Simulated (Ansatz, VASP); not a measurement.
# NiO in VASP and in Ansatz

```
Ni O
1.0
     0.00000    2.07190    2.07190
     2.07190    0.00000    2.07190
     2.07190    2.07190    0.00000
Ni O
1 1
Direct
  0.00000 0.00000 0.00000
  0.50000 0.50000 0.50000
```

Change from the starting cell: volume scaled by 0.98.

Alike in both runs: task single point; functional LDA; k mesh 11 × 11 × 11; occupations fermi-dirac, width 0.05 eV; collinear spin.

```csv
,VASP,Ansatz
version,VASP 6.6.1,Ansatz 0.2.0
potentials or method,"VASP PAW LDA potentials, release 64 (Ni, O), cutoff 520 eV","all-electron LAPW, scalar-relativistic"
```

|  | VASP | Ansatz | Ansatz less VASP |
| --- | --- | --- | --- |
| gap on the k mesh at the Fermi level (eV) | none | none | - |
| pressure (GPa) | -16.0 | -16.2 | -0.22 |
| net moment per atom (μB) | 0.12 | 0.15 | +0.027 |
| size of the moment on the site where the two differ most (μB) | 0.21 | 0.26 | +0.049 |

LDA's correlation is that of Perdew and Zunger in VASP and of Perdew and Wang (1992) in Ansatz. Site moments also hang on the region over which each program counts them. A gap of «none» marks a metal or a gap that the smearing closes. Ansatz ran all-electron here, and VASP with PAW potentials.
